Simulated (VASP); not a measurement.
# H20CO9 in VASP: further runs

The runs below take H20CO9 through single point, with PBE+D3(BJ).

All numbers are computed with VASP 6.6.1; they aren't measurements. Logs are shortened: lines on timing, memory, paths and dates and some standing lists are left out, and cuts for length are marked.

**1. The cell of the first run**

The cell holds an amorphous packing of atoms, 30 atoms: a = 5.387 Å, b = 4.778 Å, c = 5.016 Å, α = 90.00°, β = 90.00°, γ = 90.00°.

**2. Single point, PBE+D3(BJ)**

The input, INCAR:

```
ALGO = Normal
EDIFF = 1E-6
ENCUT = 520
GGA = PE
GGA_COMPAT = False
ISIF = 2
ISMEAR = -1
IVDW = 12
LASPH = True
LCHARG = False
LREAL = False
LWAVE = False
NBANDS = 60
NELM = 120
PREC = Accurate
SIGMA = 0.05
```

The input, KPOINTS:

```
k-points
0
Gamma
  1 1 1
```

The input, POSCAR:

```
H20CO9
1.0
    5.3870160000      0.0000000000      0.0000000000
    0.0000000000      4.7777180000      0.0000000000
    0.0000000000      0.0000000000      5.0162260000
O H C
9 20 1
Direct
    0.3193233508      0.9206068671      0.6802923154
    0.8838845105      1.0727297007      0.5610791858
    0.9335780699      0.6535128277      0.7676089554
    0.1363649189      0.5959748985      0.3805450552
    0.0536846373      0.0816917198      0.1199507359
    0.6703154399      0.2961246352      0.8815192936
    0.2883414491      0.4478707199      0.9402287696
    0.5422853765      0.2772034683      0.4396133667
    0.4641716305      0.9454722945      0.1191931942
    0.2546678903      0.7417767227      0.4769322594
    0.1555592187      1.0346152703      0.7042545531
    0.9591766574      1.1160139632      0.3361491288
    0.8275639055      1.1522446490      0.7480524203
    0.8308495835      0.8646596555      0.5804164326
    0.8525499089      0.5007411488      0.8830941828
    0.0038982620      0.5659605695      0.5619962099
    0.3976598547      0.3703023075      0.4363838471
    0.1667899260     -0.0747637261      0.1679948232
    0.1439201220      0.2605637252      0.0564368511
    0.4733789541      0.3171807126      0.9155687961
    0.6720232500      0.3960468157      0.6925126579
    0.2159822804      0.5552232258      1.1781566461
    0.1384996815      0.5412207250      0.8268168141
    0.5021518406      0.1079594903      0.2350372571
    0.4687381660      0.0999221804      0.5551783353
    0.8089265003      0.8756063041      0.0667633396
    0.3818069224      0.8858622464     -0.1262502926
    0.6962296010      0.6413940714      0.3291119658
    0.6111546726      0.5826840345      0.0329331254
    0.6619434581      0.7576838985      0.1439927148
```

Potentials or basis: VASP PAW PBE potentials, release 64 (O, H, C).

On the command line:

```sh
$ cat potpaw_PBE.64/O/POTCAR potpaw_PBE.64/H/POTCAR potpaw_PBE.64/C/POTCAR > POTCAR
$ mpirun -np 1 vasp_gam > vasp.out
```

OUTCAR:

```text
EDIFF = 1E-6
   ENCUT = 520
   GGA = PE
   ISIF = 2
   ISMEAR = -1
   IVDW = 12
   LASPH = True
   LREAL = False
   NELM = 120
   PREC = Accurate
 IVDW          = 12

 ion  position               nearest neighbor table
   1  0.319  0.921  0.680-  27 1.04  11 1.04  25 1.33  10 1.38
   2  0.884  0.073  0.561-  14 1.04  13 1.06  12 1.22
   3  0.934  0.654  0.768-  15 1.03  16 1.18  23 1.26
   4  0.136  0.596  0.381-  10 1.06  22 1.12  16 1.17
   5  0.054  0.082  0.120-  18 0.99  19 1.03  12 1.21
   6  0.670  0.296  0.882-  21 1.06  20 1.08  13 1.28  15 1.39
   7  0.288  0.448  0.940-  23 1.08  20 1.18  19 1.32  22 1.36
   8  0.542  0.277  0.440-  17 0.90  25 1.10  24 1.32
   9  0.464  0.945  0.119-  24 0.99  27 1.34  30 1.40
  10  0.255  0.742  0.477-   4 1.06   1 1.38
  11  0.156  0.035  0.704-   1 1.04
  12  0.959  0.116  0.336-   5 1.21   2 1.22
  13  0.828  0.152  0.748-   2 1.06   6 1.28
  14  0.831  0.865  0.580-   2 1.04
  15  0.853  0.501  0.883-   3 1.03   6 1.39
  16  0.004  0.566  0.562-   4 1.17   3 1.18
  17  0.398  0.370  0.436-   8 0.90
  18  0.167  0.925  0.168-   5 0.99
  19  0.144  0.261  0.056-   5 1.03   7 1.32
  20  0.473  0.317  0.916-   6 1.08   7 1.18
  21  0.672  0.396  0.693-   6 1.06
  22  0.216  0.555  0.178-   4 1.12   7 1.36
  23  0.138  0.541  0.827-   7 1.08   3 1.26
  24  0.502  0.108  0.235-   9 0.99   8 1.32
  25  0.469  0.100  0.555-   8 1.10   1 1.33
  26  0.809  0.876  0.067-  30 1.05
  27  0.382  0.886  0.874-   1 1.04   9 1.34
  28  0.696  0.641  0.329-  30 1.10
  29  0.611  0.583  0.033-  30 1.04
  30  0.662  0.758  0.144-  29 1.04  26 1.05  28 1.10   9 1.40

  LATTYP: Found a simple orthorhombic cell.
 ALAT       =     4.7777180000
 B/A-ratio  =     1.0499209037
 C/A-ratio  =     1.1275290840

  Lattice vectors:

 A1 = (   0.0000000000,   4.7777180000,   0.0000000000)
 A2 = (   0.0000000000,   0.0000000000,   5.0162260000)
 A3 = (   5.3870160000,   0.0000000000,   0.0000000000)

Analysis of symmetry for initial positions (statically):
=====================================================================
 Subroutine PRICEL returns:
 Original cell was already a primitive cell.

 Routine SETGRP: Setting up the symmetry group for a
 simple orthorhombic supercell.

 Subroutine GETGRP returns: Found  1 space group operations
 (whereof  1 operations were pure point group operations)
 out of a pool of  8 trial point group operations.

The static configuration has the point symmetry C_1 .

Analysis of symmetry for dynamics (positions and initial velocities):
=====================================================================
 Subroutine PRICEL returns:
 Original cell was already a primitive cell.

 Routine SETGRP: Setting up the symmetry group for a
 simple orthorhombic supercell.

 Subroutine GETGRP returns: Found  1 space group operations
 (whereof  1 operations were pure point group operations)
 out of a pool of  8 trial point group operations.

The dynamic configuration has the point symmetry C_1 .

 Subroutine INISYM returns: Found  1 space group operations
 (whereof  1 operations are pure point group operations),
 and found     1 'primitive' translations

----------------------------------------------------------------------------------------

                                     Primitive cell

  volume of cell :     129.1058

  direct lattice vectors                    reciprocal lattice vectors
     5.387016000  0.000000000  0.000000000     0.185631526  0.000000000  0.000000000
     0.000000000  4.777718000  0.000000000     0.000000000  0.209304944  0.000000000
     0.000000000  0.000000000  5.016226000     0.000000000  0.000000000  0.199353059

  length of vectors
     5.387016000  4.777718000  5.016226000     0.185631526  0.209304944  0.199353059

  position of ions in fractional coordinates (direct lattice)
     0.319323351  0.920606867  0.680292315
     0.883884511  0.072729701  0.561079186
     0.933578070  0.653512828  0.767608955
     0.136364919  0.595974899  0.380545055
     0.053684637  0.081691720  0.119950736
     0.670315440  0.296124635  0.881519294
[... 22 lines left out ...]
     0.611154673  0.582684034  0.032933125
     0.661943458  0.757683898  0.143992715

  ion indices of the primitive-cell ions
   primitive index   ion index
                 1           1
                 2           2
                 3           3
                 4           4
                 5           5
                 6           6
[... 22 lines left out ...]
                29          29
                30          30

----------------------------------------------------------------------------------------

 KPOINTS: k-points

Automatic generation of k-mesh.
 Grid dimensions read from file:
 generate k-points for:    1    1    1

 Generating k-lattice:

  Cartesian coordinates                     Fractional coordinates (reciprocal lattice)
     0.185631526  0.000000000  0.000000000     1.000000000  0.000000000  0.000000000
     0.000000000  0.209304944  0.000000000     0.000000000  1.000000000  0.000000000
     0.000000000  0.000000000  0.199353059     0.000000000  0.000000000  1.000000000

  Length of vectors
     0.185631526  0.209304944  0.199353059

  Shift w.r.t. Gamma in fractional coordinates (k-lattice)
     0.000000000  0.000000000  0.000000000

 Subroutine IBZKPT returns following result:
 ===========================================

 Found      1 irreducible k-points:

 Following reciprocal coordinates:
            Coordinates               Weight
  0.000000  0.000000  0.000000      1.000000
   k-points           NKPTS =      1   k-points in BZ     NKDIM =      1   number of bands    NBANDS=     60
   number of dos      NEDOS =    301   number of ions     NIONS =     30
   total plane-waves  NPLWV =  57600
   dimension x,y,z NGX =    40 NGY =   36 NGZ =   40
   dimension x,y,z NGXF=    80 NGYF=   72 NGZF=   80
   ions per type =               9  20   1
   NGX,Y,Z   is equivalent  to a cutoff of  12.34, 12.53, 13.26 a.u.
   NGXF,Y,Z  is equivalent  to a cutoff of  24.69, 25.05, 26.51 a.u.
 SYSTEM =  unknown system
   PREC   = accura    normal or accurate (medium, high low for compatibility)
   ISTART =      0    job   : 0-new  1-cont  2-samecut
   ICHARG =      2    charge: 1-file 2-atom 10-const
   ISPIN  =      1    spin polarized calculation?
   LNONCOLLINEAR =      F non collinear calculations
   LSORBIT =      F    spin-orbit coupling
   LASPH  =      T    aspherical Exc in radial PAW
   ENCUT  =  520.0 eV  38.22 Ry    6.18 a.u.  10.02  8.88  9.33*2*pi/ulx,y,z
   NELM   =    120;   NELMIN=  2; NELMDL= -5     # of ELM steps
   EDIFF  = 0.1E-05   stopping-criterion for ELM
   LREAL  =      F    real-space projection
   EDIFFG = 0.1E-04   stopping-criterion for IOM
   NSW    =      0    number of steps for IOM
   IBRION =     -1    ionic relax: 0-MD 1-quasi-New 2-CG
   NFREE  =      0    steps in history (QN), initial steepest desc. (CG)
   ISIF   =      2    stress and relaxation
   ISYM   =      2    0-nonsym 1-usesym 2-fastsym
   POTIM  = 0.5000    time-step for ionic-motion
   TEBEG  =    0.0;   TEEND  =   0.0 temperature during run
   PSTRESS=    0.0 pullay stress
   NELECT =      78.0000    total number of electrons
   NUPDOWN=      -1.0000    fix difference up-down
   EMIN   =  10.00;   EMAX   =-10.00  energy-range for DOS
   EFERMI =   0.00;   METHOD = LEGACY
   ISMEAR =    -1;   SIGMA  =   0.05  broadening in eV -4-tet -1-fermi 0-gaus
   EFERMI_NEDOS =   21; number of points for ismear=-14 and -15
   IALGO  =     38    algorithm
   IMIX   =      4    mixing-type and parameters
     AMIX     =   0.40;   BMIX     =  1.00
     AMIX_MAG =   1.60;   BMIX_MAG =  1.00
  volume/ion in A,a.u.               =       4.30        29.04
  Fermi-wavevector in a.u.,A,eV,Ry     =   1.383963  2.615310 26.059959  1.915353
  Thomas-Fermi vector in A             =   2.508512
   LORBIT       =      0    0 simple, 1 ext, 2 COOP (PROOUT), +10 PAW based schemes
   GGA     = PE    functional components
   LHFCALC =     F    Hartree Fock is set to
   AEXX    =    0.0000 exact exchange contribution
   IVDW    =    12    specifies the selected vdW correction
   LEPSILON=     F    determine dielectric tensor
   LRPA    =     F    only Hartree local field effects (RPA)
 non-spin polarized calculation
  energy-cutoff  :      520.00
  volume of cell :      129.11
 maximum number of plane-waves:      1740
   NGX = 21   NGY = 17   NGZ = 19

 number of electron      77.9999996 magnetization

 Free energy of the ion-electron system (eV)
  ---------------------------------------------------
  ext. energy  EPLUGINS =         0.00000000
  ---------------------------------------------------
  free energy    TOTEN  =      -134.32206752 eV

  energy without entropy =     -134.32206752  energy(sigma->0) =     -134.32206752

 E-fermi :   3.6768     XC(G=0): -10.8720

 val. band max:        2.3622831806   @ k =   0.0000   0.0000   0.0000
 cond. band min:       8.0949305945   @ k =   0.0000   0.0000   0.0000
 fundamental gap:      5.7326474139
 Fermi energy:         3.6768433989

 k-point     1 :       0.0000    0.0000    0.0000
  band No.  band energies     occupation
      1     -20.2978      2.00000
      2     -18.5264      2.00000
      3     -18.2258      2.00000
      4     -17.8988      2.00000
      5     -17.5432      2.00000
      6     -17.4069      2.00000
[... 43 lines left out ...]
     50      14.2553      0.00000
     51      14.4497      0.00000
 [bands above 51 left out]

------------------------ aborting loop because EDIFF is reached ----------------------------------------

 Edisp (eV)   -2.50615

 E8    (eV) :    -0.5283

  FORCE on cell =-STRESS in cart. coord.  units (eV):
  Direction    XX          YY          ZZ          XY          YZ          ZX
  --------------------------------------------------------------------------------------
  -------------------------------------------------------------------------------------
  Total      45.44720    32.39207    28.81621    -2.16404     4.07389    -0.31504
  in kB     563.99062   401.97898   357.60329   -26.85526    50.55620    -3.90957
  external pressure =      441.19 kB  Pullay stress =        0.00 kB

 VOLUME and BASIS-vectors are now :
 -----------------------------------------------------------------------------
  energy-cutoff  :      520.00
  volume of cell :      129.11
      direct lattice vectors                 reciprocal lattice vectors
     5.387016000  0.000000000  0.000000000     0.185631526  0.000000000  0.000000000
     0.000000000  4.777718000  0.000000000     0.000000000  0.209304944  0.000000000
     0.000000000  0.000000000  5.016226000     0.000000000  0.000000000  0.199353059

 POSITION                                       TOTAL-FORCE (eV/Angst)
 -----------------------------------------------------------------------------------
      1.72020      4.39840      3.41250        -0.323913      1.134638     -0.542244
      4.76150      0.34748      2.81450         2.064263     -1.461134     -1.363075
      5.02920      3.12230      3.85050         0.049334     -1.805870      0.002812
      0.73460      2.84740      1.90890         1.624418      0.115894     -2.043488
      0.28920      0.39030      0.60170        -1.214576     -0.075238      2.102028
      3.61100      1.41480      4.42190         2.595850     -0.805709     -1.611687
[... 22 lines left out ...]
      3.29230      2.78390      0.16520        -0.047514      0.362186     -0.311504
      3.56590      3.62000      0.72230        -0.569832      0.229929      1.046727
 -----------------------------------------------------------------------------------
    total drift:                               -0.000397      0.000662      0.000181

  FREE ENERGIE OF THE ION-ELECTRON SYSTEM (eV)
  ---------------------------------------------------
  free  energy   TOTEN  =      -136.8282211748 eV

  energy  without entropy=     -136.8282211748  energy(sigma->0) =     -136.82822117
```

Run time: 17 s. Hardware: 1 thread of Intel Xeon Platinum 8488C (Sapphire Rapids), shared host; peak memory 0.3 GiB.

What came out:

```
Free energy                : -136.8282 eV
Pressure                   : 44.1 GPa
Largest force              : 5.507 eV/Å
Band gap on the k mesh     : 5.73 eV
Dispersion energy per atom : -0.084 eV
```

Forces on the atoms (eV/Å):
```
O   -0.324  1.135 -0.542
O    2.064 -1.461 -1.363
O    0.049 -1.806  0.003
O    1.624  0.116 -2.043
O   -1.215 -0.075  2.102
O    2.596 -0.806 -1.612
O   -2.201  0.824  0.997
O    1.868 -1.976  0.065
O   -0.789 -2.742  0.819
H   -0.715 -0.596  0.239
H    0.983 -1.197 -0.740
H    0.052 -0.118 -0.243
H   -0.946 -0.115 -0.204
H    0.732  1.533  0.052
H    0.038  0.855 -0.482
H   -0.546  0.225  0.295
H   -4.493  3.172 -0.293
H    0.067  0.869 -0.376
H    0.967 -0.114 -0.459
H   -0.188  0.385 -0.177
H   -1.157 -1.152  1.474
H   -0.095 -0.578  0.221
H    1.026  0.097  0.512
H    0.380  1.095  0.248
H    0.305  0.565  0.087
H    0.690 -0.298  0.124
H    0.095  0.460 -0.114
H   -0.252  1.112  0.678
H   -0.048  0.362 -0.312
C   -0.570  0.230  1.047
```

Caveat: the k points lie up to 1.32 Å⁻¹ apart.

**3. Single point, PBE+D3(BJ)**

This run uses another cell than the first one, of 4.73 Å³/atom, 1.099 times its volume.

The input, INCAR:

```
SYSTEM = H20CO9
ALGO = Normal
EDIFF = 1E-6
ENCUT = 520
GGA = PE
GGA_COMPAT = .FALSE.
ISIF = 2
ISMEAR = -1
IVDW = 12
LASPH = .TRUE.
LCHARG = .FALSE.
LREAL = .FALSE.
LWAVE = .FALSE.
NBANDS = 60
NELM = 120
PREC = Accurate
SIGMA = 0.05
```

The input, KPOINTS:

```
k-points
0
G
  1 1 1
  0 0 0
```

The input, POSCAR:

```
H20CO9
1.0
    6.4039440000      0.0000000000      0.0000000000
    0.0000000000      4.7369620000      0.0000000000
    0.0000000000      0.0000000000      4.6792820000
O H C
9 20 1
Direct
    0.2994717006      0.9296886908      0.6737785840
    0.9508046916      1.2603858760      0.6002630318
    0.9221036286      0.6779239521      0.8921240481
    0.1480337742      0.5834752316      0.3198353935
    0.0995792593      0.0908599225      0.1432698435
    0.6744749798      0.2249120850      0.9333483214
    0.3437569098      0.4385722326      0.8819515473
    0.4767686913      0.3251239930      0.3896324265
    0.5965386331      0.7749059418      0.1492964091
    0.1977687500      0.7845745860      0.3400094288
    0.1411630083      0.9456271762      0.6431542275
    0.9756956026      1.1925787034      0.3904445169
    0.7594382462      1.3471714571      1.0511014297
    0.8303008271      1.1732836362      0.6692907160
    0.7715557788      0.7075843125      0.9362120086
   -0.0494851298      0.5212834724      0.7504142730
    0.5630436494      0.3844658243      0.2457000882
    0.0299659085     -0.0887277542      0.0348130333
    0.2328408868      0.1580759989      0.0330819985
    0.3282664558      0.6242608659      0.9809197223
    0.5202419009      0.3398591756      0.8660089304
    0.0730643491      0.5263922320      1.1337636843
    0.2876508602      0.4354478672      0.6814079596
    0.6325633079     -0.0226938700      0.0706091234
    0.3377918358      0.4203960260      0.3659108385
    0.7250219552      1.0179731229      0.4435723258
    0.3870427349      1.0477601467     -0.4459017430
    0.6082189351      0.6943690914      0.5546150029
    0.8532398160      0.6688675147      0.3814901517
    0.7149188063      0.7982753503      0.4008948381
```

Potentials or basis: VASP PAW PBE potentials, release 64 (O, H, C).

On the command line:

```sh
$ cat potpaw_PBE.64/O/POTCAR potpaw_PBE.64/H/POTCAR potpaw_PBE.64/C/POTCAR > POTCAR
$ mpirun -np 1 vasp_gam > vasp.out
```

Wall time 16 s (1 thread of Intel Xeon Platinum 8488C (Sapphire Rapids), shared host); peak memory 0.29 GiB.

It converged, with:

* Free energy: -142.9968 eV
* Pressure: 21.0 GPa
* Largest force: 4.287 eV/Å
* Band gap on the k mesh: 6.00 eV
* Dispersion energy per atom: -0.076 eV

Forces on the atoms (eV/Å):
```
O   -1.662 -1.213  0.668
O    2.267  0.036 -2.736
O    1.199  0.641  0.318
O    0.914  0.526  0.645
O   -0.014 -1.510 -2.120
O   -0.392 -0.300 -0.530
O   -1.322  0.121 -0.976
O   -0.978 -2.347  3.451
O   -0.873  0.650 -0.910
H   -0.540 -1.037 -0.544
H    2.027  0.879  0.184
H    0.618  0.703  1.123
H    0.624 -0.009 -0.421
H   -1.990 -0.764  1.560
H   -0.417 -0.139 -0.099
H   -0.181 -0.427 -0.809
H    1.293  0.831 -2.014
H    0.987  1.954  0.462
H   -1.990 -0.571  0.638
H    0.548 -0.348 -0.886
H    1.020 -0.261  0.691
H    0.479  1.101  1.289
H   -0.002  0.759  1.432
H   -1.062  0.070 -0.903
H   -0.246  0.505 -0.761
H    0.234  0.322  0.153
H   -0.084  0.733 -0.915
H    0.669  0.476  0.527
H    0.548  0.364  0.344
C   -1.675 -1.743  1.138
```

Stress tensor (GPa, compression positive):
```
23.44 -0.72 -5.63
-0.72 18.09 -2.79
-5.63 -2.79 21.57
```

Levels at points of the mesh, in eV from the valence-band top:
| k point | band 37 | band 38 | band 39 | band 40 | band 41 | band 42 |
| --- | --- | --- | --- | --- | --- | --- |
| (0.00, 0.00, 0.00) | -0.50 | -0.24 | 0.00 | 6.00 | 8.16 | 8.78 |

Caveat: the k points lie up to 1.34 Å⁻¹ apart.

(Part 1 of 3 ends here.)
